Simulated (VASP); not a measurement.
# Y (P6_3/mmc) in VASP: further runs

The runs below take Y through single point, with LDA.

All numbers are computed with VASP 6.6.1; they aren't measurements. Logs are shortened: lines on timing, memory, paths and dates and some standing lists are left out, and cuts for length are marked.

## (1) The cell of the first run

Symmetry: P6_3/mmc, No. 194, hexagonal system. Conventional cell: a = 3.512 Å, b = 3.512 Å, c = 5.494 Å, α = 90.00°, β = 90.00°, γ = 120.00°. Y (site symmetry -6m2) has 12 Y at 3.41 to 3.51 Å within 4.5 Å.

## (2) Single point, LDA

File INCAR:

```
PREC     = Accurate       # precision mode
ENCUT    = 520            # plane-wave cutoff, eV
EDIFF    = 1E-6           # SCF threshold, eV
ISMEAR   = -1             # smearing method
SIGMA    = 0.1            # smearing width, eV
LREAL    = False          # projectors in reciprocal space
LASPH    = True           # aspherical terms in the spheres
NELM     = 100            # most SCF steps
ALGO     = Normal         # electronic algorithm
ISIF     = 2              # what is computed and relaxed
LWAVE    = False          # write WAVECAR
LCHARG   = True           # write CHGCAR
LELF     = True           # ELF
LVHAR    = True         
NBANDS   = 18             # bands
```

File KPOINTS:

```
regular mesh
0
Gamma
  16 16 8
```

File POSCAR:

```
Y
1.0
    3.5123927875      0.0000000000      0.0000000000
   -1.7561963937      3.0418213820      0.0000000000
    0.0000000000      0.0000000000      5.4941036203
Y
2
Direct
    0.3333333333      0.6666666667      0.2500000000
    0.6666666667      0.3333333333      0.7500000000
```

Potentials or basis: VASP PAW LDA potentials, release 64 (Y_sv).

Run with:

```bash
> cat potpaw_LDA.64/Y_sv/POTCAR > POTCAR
> mpirun -np 1 vasp_std > vasp.out
```

OUTCAR:

```text
PREC = Accurate
   ENCUT = 520
   EDIFF = 1E-6
   ISMEAR = -1
   LREAL = False
   LASPH = True
   NELM = 100
   ISIF = 2

 ion  position               nearest neighbor table
   1  0.333  0.667  0.250-   2 3.41   2 3.41   2 3.41   2 3.41   2 3.41   2 3.41
   2  0.667  0.333  0.750-   1 3.41   1 3.41   1 3.41   1 3.41   1 3.41   1 3.41

  LATTYP: Found a hexagonal cell.
 ALAT       =     3.5123927875
 C/A-ratio  =     1.5642053588

  Lattice vectors:

 A1 = (   3.5123927875,   0.0000000000,   0.0000000000)
 A2 = (  -1.7561963937,   3.0418213820,   0.0000000000)
 A3 = (   0.0000000000,   0.0000000000,   5.4941036203)

Analysis of symmetry for initial positions (statically):
=====================================================================
 Subroutine PRICEL returns:
 Original cell was already a primitive cell.

 Routine SETGRP: Setting up the symmetry group for a
 hexagonal supercell.

 Subroutine GETGRP returns: Found 24 space group operations
 (whereof 12 operations were pure point group operations)
 out of a pool of 24 trial point group operations.

The static configuration has the point symmetry D_3d.
 The point group associated with its full space group is D_6h.

Analysis of symmetry for dynamics (positions and initial velocities):
=====================================================================
 Subroutine PRICEL returns:
 Original cell was already a primitive cell.

 Routine SETGRP: Setting up the symmetry group for a
 hexagonal supercell.

 Subroutine GETGRP returns: Found 24 space group operations
 (whereof 12 operations were pure point group operations)
 out of a pool of 24 trial point group operations.

The dynamic configuration has the point symmetry D_3d.
 The point group associated with its full space group is D_6h.

 Subroutine INISYM returns: Found 24 space group operations
 (whereof 12 operations are pure point group operations),
 and found     1 'primitive' translations

----------------------------------------------------------------------------------------

                                     Primitive cell

  volume of cell :      58.6994

  direct lattice vectors                    reciprocal lattice vectors
     3.512392788  0.000000000  0.000000000     0.284706199  0.164375201  0.000000000
    -1.756196394  3.041821382  0.000000000     0.000000000  0.328750401  0.000000000
     0.000000000  0.000000000  5.494103620     0.000000000  0.000000000  0.182013313

  length of vectors
     3.512392788  3.512392787  5.494103620     0.328750401  0.328750401  0.182013313

  position of ions in fractional coordinates (direct lattice)
     0.333333333  0.666666667  0.250000000
     0.666666667  0.333333333  0.750000000

  ion indices of the primitive-cell ions
   primitive index   ion index
                 1           1
                 2           2

----------------------------------------------------------------------------------------

 KPOINTS: regular mesh

Automatic generation of k-mesh.
 Grid dimensions read from file:
 generate k-points for:   16   16    8

 Generating k-lattice:

  Cartesian coordinates                     Fractional coordinates (reciprocal lattice)
     0.017794137  0.010273450  0.000000000     0.062500000 -0.000000000  0.000000000
     0.000000000  0.020546900  0.000000000     0.000000000  0.062500000  0.000000000
     0.000000000  0.000000000  0.022751664     0.000000000  0.000000000  0.125000000

  Length of vectors
     0.020546900  0.020546900  0.022751664

  Shift w.r.t. Gamma in fractional coordinates (k-lattice)
     0.000000000  0.000000000  0.000000000

 Subroutine IBZKPT returns following result:
 ===========================================

 Found    150 irreducible k-points:

 Following reciprocal coordinates:
            Coordinates               Weight
  0.000000  0.000000  0.000000      1.000000
  0.062500  0.000000  0.000000      6.000000
  0.125000  0.000000  0.000000      6.000000
  0.187500  0.000000  0.000000      6.000000
  0.250000  0.000000  0.000000      6.000000
  0.312500  0.000000  0.000000      6.000000
[... 16 lines left out ...]
  0.187500  0.187500  0.000000      6.000000
  0.250000  0.187500  0.000000     12.000000
 [... further k-points ...]
   k-points           NKPTS =    150   k-points in BZ     NKDIM =    150   number of bands    NBANDS=     18
   number of dos      NEDOS =    301   number of ions     NIONS =      2
   total plane-waves  NPLWV =  32928
   dimension x,y,z NGX =    28 NGY =   28 NGZ =   42
   dimension x,y,z NGXF=    56 NGYF=   56 NGZF=   84
   ions per type =               2
   NGX,Y,Z   is equivalent  to a cutoff of  13.25, 13.25, 12.71 a.u.
   NGXF,Y,Z  is equivalent  to a cutoff of  26.51, 26.51, 25.42 a.u.
 SYSTEM =  unknown system
   PREC   = accura    normal or accurate (medium, high low for compatibility)
   ISTART =      0    job   : 0-new  1-cont  2-samecut
   ICHARG =      2    charge: 1-file 2-atom 10-const
   ISPIN  =      1    spin polarized calculation?
   LNONCOLLINEAR =      F non collinear calculations
   LSORBIT =      F    spin-orbit coupling
   LASPH  =      T    aspherical Exc in radial PAW
   ENCUT  =  520.0 eV  38.22 Ry    6.18 a.u.   6.53  6.53 10.22*2*pi/ulx,y,z
   NELM   =    100;   NELMIN=  2; NELMDL= -5     # of ELM steps
   EDIFF  = 0.1E-05   stopping-criterion for ELM
   LREAL  =      F    real-space projection
   EDIFFG = 0.1E-04   stopping-criterion for IOM
   NSW    =      0    number of steps for IOM
   IBRION =     -1    ionic relax: 0-MD 1-quasi-New 2-CG
   NFREE  =      0    steps in history (QN), initial steepest desc. (CG)
   ISIF   =      2    stress and relaxation
   ISYM   =      2    0-nonsym 1-usesym 2-fastsym
   POTIM  = 0.5000    time-step for ionic-motion
   TEBEG  =    0.0;   TEEND  =   0.0 temperature during run
   PSTRESS=    0.0 pullay stress
   NELECT =      22.0000    total number of electrons
   NUPDOWN=      -1.0000    fix difference up-down
   EMIN   =  10.00;   EMAX   =-10.00  energy-range for DOS
   EFERMI =   0.00;   METHOD = LEGACY
   ISMEAR =    -1;   SIGMA  =   0.10  broadening in eV -4-tet -1-fermi 0-gaus
   EFERMI_NEDOS =   21; number of points for ismear=-14 and -15
   IALGO  =     38    algorithm
   IMIX   =      4    mixing-type and parameters
     AMIX     =   0.40;   BMIX     =  1.00
     AMIX_MAG =   1.60;   BMIX_MAG =  1.00
  volume/ion in A,a.u.               =      29.35       198.06
  Fermi-wavevector in a.u.,A,eV,Ry     =   1.180333  2.230506 18.955443  1.393186
  Thomas-Fermi vector in A             =   2.316627
   LORBIT       =      0    0 simple, 1 ext, 2 COOP (PROOUT), +10 PAW based schemes
   GGA     = CA    functional components
   LHFCALC =     F    Hartree Fock is set to
   AEXX    =    0.0000 exact exchange contribution
   IVDW    =     0    specifies the selected vdW correction
   LEPSILON=     F    determine dielectric tensor
   LRPA    =     F    only Hartree local field effects (RPA)
 non-spin polarized calculation
  energy-cutoff  :      520.00
  volume of cell :       58.70
 maximum number of plane-waves:      1640
 NGX is ok and might be reduce to    28
   NGX = 13   NGY = 13   NGZ = 21

 number of electron      22.0000000 magnetization

 Free energy of the ion-electron system (eV)
  ---------------------------------------------------
  ext. energy  EPLUGINS =         0.00000000
  ---------------------------------------------------
  free energy    TOTEN  =       -13.94958389 eV

  energy without entropy =      -13.83759226  energy(sigma->0) =      -13.89358808

 E-fermi :   3.3995     XC(G=0): -10.0886

 val. band max:        3.3985837448   @ k =   0.4375   0.1250   0.0000
 cond. band min:       3.4048417224   @ k =   0.3750   0.1250   0.2500
 fundamental gap:      0.0062579776
 Fermi energy:         3.3994673707

 k-point     1 :       0.0000    0.0000    0.0000
  band No.  band energies     occupation
      1     -38.7987      2.00000
      2     -38.6753      2.00000
      3     -19.3669      2.00000
      4     -18.6628      2.00000
      5     -18.6628      2.00000
      6     -18.5326      2.00000
[... 10 lines left out ...]
     17       6.3451      0.00000
     18       6.3451      0.00000

 k-point     2 :       0.0625    0.0000    0.0000
  band No.  band energies     occupation
      1     -38.7954      2.00000
      2     -38.6742      2.00000
      3     -19.3567      2.00000
      4     -18.6840      2.00000
      5     -18.6701      2.00000
      6     -18.5551      2.00000
[... 10 lines left out ...]
     17       6.2139      0.00000
     18       6.2510      0.00000

 k-point     3 :       0.1250    0.0000    0.0000
  band No.  band energies     occupation
      1     -38.7861      2.00000
      2     -38.6710      2.00000
      3     -19.3269      2.00000
      4     -18.7444      2.00000
      5     -18.6903      2.00000
      6     -18.6178      2.00000
[... 10 lines left out ...]
     17       6.0617      0.00000
     18       6.2095      0.00000

 k-point     4 :       0.1875    0.0000    0.0000
  band No.  band energies     occupation
      1     -38.7717      2.00000
      2     -38.6666      2.00000
      3     -19.2797      2.00000
      4     -18.8350      2.00000
      5     -18.7194      2.00000
      6     -18.7088      2.00000
[... 10 lines left out ...]
     17       6.4254      0.00000
     18       6.6075      0.00000

 k-point     5 :       0.2500    0.0000    0.0000
  band No.  band energies     occupation
      1     -38.7540      2.00000
      2     -38.6621      2.00000
      3     -19.2188      2.00000
      4     -18.9419      2.00000
      5     -18.8118      2.00000
      6     -18.7525      2.00000
[... 10 lines left out ...]
     17       6.8746      0.00000
     18       7.1345      0.00000

 k-point     6 :       0.3125    0.0000    0.0000
  band No.  band energies     occupation
      1     -38.7351      2.00000
      2     -38.6587      2.00000
      3     -19.1495      2.00000
      4     -19.0486      2.00000
      5     -18.9109      2.00000
      6     -18.7845      2.00000
[... 10 lines left out ...]
     17       7.4319      0.00000
     18       7.7519      0.00000

 k-point     7 :       0.3750    0.0000    0.0000
  band No.  band energies     occupation
      1     -38.7175      2.00000
      2     -38.6573      2.00000
      3     -19.1386      2.00000
      4     -19.0795      2.00000
      5     -18.9922      2.00000
      6     -18.8109      2.00000
[... 10 lines left out ...]
     17       8.1212      0.00000
     18       8.3973      0.00000

 k-point     8 :       0.4375   -0.0000    0.0000
  band No.  band energies     occupation
      1     -38.7042      2.00000
      2     -38.6579      2.00000
      3     -19.1983      2.00000
      4     -19.0454      2.00000
      5     -19.0214      2.00000
      6     -18.8283      2.00000
[... 10 lines left out ...]
     17       8.9615      0.00000
     18       9.0107      0.00000
[... 229 lines left out ...]
     17       7.5690      0.00000
     18       8.2887      0.00000

 k-point    20 :       0.3125    0.1250    0.0000
  band No.  band energies     occupation
      1     -38.7122      2.00000
      2     -38.6572      2.00000
      3     -19.1215      2.00000
      4     -19.0573      2.00000
      5     -19.0012      2.00000
      6     -18.8346      2.00000
[... 10 lines left out ...]
     17       8.2305      0.00000
     18       9.0019      0.00000

 k-point    21 :       0.3750    0.1250    0.0000
  band No.  band energies     occupation
      1     -38.6992      2.00000
      2     -38.6585      2.00000
      3     -19.1764      2.00000
      4     -19.0317      2.00000
      5     -18.9986      2.00000
      6     -18.8665      2.00000
[... 10 lines left out ...]
     17       8.7278      0.00000
     18       9.3099      0.00000

 k-point    22 :       0.4375    0.1250    0.0000
  band No.  band energies     occupation
      1     -38.6939      2.00000
      2     -38.6597      2.00000
      3     -19.1956      2.00000
      4     -19.0422      2.00000
      5     -18.9729      2.00000
      6     -18.8778      2.00000
[... 10 lines left out ...]
     17       8.9240      0.00000
     18       9.3184      0.00000

 k-point    23 :       0.1875    0.1875    0.0000
  band No.  band energies     occupation
      1     -38.7306      2.00000
      2     -38.6581      2.00000
      3     -19.1324      2.00000
      4     -18.9902      2.00000
      5     -18.9823      2.00000
      6     -18.7728      2.00000
[... 10 lines left out ...]
     17       7.5200      0.00000
     18       8.2851      0.00000

 k-point    24 :       0.2500    0.1875    0.0000
  band No.  band energies     occupation
      1     -38.7140      2.00000
      2     -38.6572      2.00000
      3     -19.0716      2.00000
      4     -19.0653      2.00000
      5     -19.0119      2.00000
      6     -18.8240      2.00000
[... 10 lines left out ...]
     17       8.1320      0.00000
     18       8.9863      0.00000

 [... further k-points ...]
[... 5 lines left out ...]
  --------------------------------------------------------------------------------------
  -------------------------------------------------------------------------------------
  Total        0.3037636      0.3037636      0.3255225      0.0000000     -0.0000000      0.0000000
  in kB        8.2911090      8.2911090      8.8850100      0.0000000     -0.0000000      0.0000000
  external PRESSURE =       8.4890760 kB  Pullay stress =       0.0000000 kB

 VOLUME and BASIS-vectors are now :
 -----------------------------------------------------------------------------
  energy-cutoff  :      520.00
  volume of cell :       58.70
      direct lattice vectors                 reciprocal lattice vectors
     3.512392788  0.000000000  0.000000000     0.284706199  0.164375201  0.000000000
    -1.756196394  3.041821382  0.000000000     0.000000000  0.328750401  0.000000000
     0.000000000  0.000000000  5.494103620     0.000000000  0.000000000  0.182013313

 POSITION                                       TOTAL-FORCE (eV/Angst)
 -----------------------------------------------------------------------------------
     -0.00000      2.02788      1.37353         0.000000      0.000000      0.000000
      1.75620      1.01394      4.12058        -0.000000     -0.000000      0.000000
 -----------------------------------------------------------------------------------
    total drift:                                0.000000     -0.000000      0.000000

  FREE ENERGIE OF THE ION-ELECTRON SYSTEM (eV)
  ---------------------------------------------------
  free  energy   TOTEN  =       -13.9495838931 eV

  energy  without entropy=      -13.8375922604  energy(sigma->0) =      -13.89358808
```

Wall time 3.8 min (1 thread of Intel Xeon 8259CL, shared host); peak memory 0.27 GiB.

Results:

* Free energy: -13.9496 eV
* Pressure: 0.8 GPa
* Band gap on the k mesh: zero (bands 11 and 12 overlap by 1.79 eV)

## (3) Single point, LDA

This run uses another cell than the first one, of 29.99 Å³/atom.

File INCAR:

```
SYSTEM = Y
  ALGO = Normal
  EDIFF = 1E-6
  ENCUT = 520
  ISIF = 2
  ISMEAR = -1
  LASPH = .TRUE.
  LCHARG = .FALSE.
  LREAL = .FALSE.
  LWAVE = .FALSE.
  NBANDS = 18
  NELM = 80
  PREC = Accurate
  SIGMA = 0.1
```

File KPOINTS:

```
k-points
0
G
  16 16 8
  0 0 0
```

File POSCAR:

```
Y
1.0
    3.5389878080      0.0000000000      0.0000000000
   -1.7694939040      3.0648533454      0.0000000000
    0.0000000000      0.0000000000      5.5305575683
Y
2
Direct
    0.3333333333      0.6666666667      0.2500000000
    0.6666666667      0.3333333333      0.7500000000
```

Potentials or basis: VASP PAW LDA potentials, release 64 (Y_sv).

Run with:

```bash
> cat potpaw_LDA.64/Y_sv/POTCAR > POTCAR
> mpirun -np 1 vasp_std > vasp.out
```

Wall time 3.7 min (1 thread of Intel Xeon 8259CL, shared host); peak memory 0.27 GiB.

Results (log left out):

- Free energy: -13.9524 eV
- Pressure: -0.1 GPa
- Band gap on the k mesh: zero (bands 11 and 12 overlap by 1.72 eV)

Levels at points of the mesh, in eV from the Fermi level:
| k point | band 7 | band 8 | band 9 | band 10 | band 11 | band 12 | band 13 | band 14 | band 15 | band 16 |
| --- | --- | --- | --- | --- | --- | --- | --- | --- | --- | --- |
| (0.00, 0.00, 0.00) | -22.00 | -21.96 | -4.81 | -2.01 | 1.30 | 1.76 | 1.76 | 2.13 | 2.45 | 2.45 |
| (0.50, 0.00, 0.00) | -22.17 | -22.07 | -1.72 | -1.38 | -0.96 | 0.10 | 1.44 | 1.55 | 2.24 | 5.42 |
| (0.00, 0.00, 0.50) | -22.06 | -22.06 | -3.25 | -3.25 | 0.99 | 0.99 | 1.67 | 1.67 | 1.67 | 1.67 |
| (0.50, 0.00, 0.50) | -22.16 | -22.16 | -1.81 | -1.81 | 0.03 | 0.03 | 1.68 | 1.68 | 2.91 | 2.91 |
